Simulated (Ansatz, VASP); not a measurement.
Hf: VASP beside Ansatz

```
Hf
1.0
     0.00000    2.22000    2.26440
     2.22000    0.00000    2.26440
     2.22000    2.22000    0.00000
Hf
1
Direct
  0.00000 0.00000 0.00000
```

Change from the starting cell: zz strain of +2 %, PAW files.

Alike in both runs: task electric field gradients; functional PBE; k mesh 13 × 13 × 13; occupations fermi-dirac, width 0.03 eV; no spin polarisation.

|  | VASP | Ansatz |
| --- | --- | --- |
| version | VASP 6.6.1 | Ansatz 0.2.0 |
| potentials or method | VASP PAW PBE potentials, release 64 (Hf_pv) | PAW with Ansatz's default frozen-core files, scalar-relativistic |
| plane-wave cutoff (eV) | 520 | 420 |
| valence electrons in the cell | 10 | 26 |

VASP gave:

| Quantity | Value |
| --- | --- |
| pressure (GPa) | 0.6 |
| traceless stress, the component that is largest in VASP (GPa) | -0.75 |
| size of Vzz on the site where it differs most (V/Å²) | 12.8 |

Question: Which values does Ansatz return?

Answer: Pressure (GPa): 1.0; traceless stress, the component that is largest in VASP (GPa): -0.77; size of Vzz on the site where it differs most (V/Å²): 14.1.

The functional is the same, so the differences come from potentials, cutoffs and numerics. VASP's potentials hold 10 valence electrons a cell and Ansatz's 26, so a difference there can come from the potentials and not from the codes.

Spin-orbit coupling is off throughout.
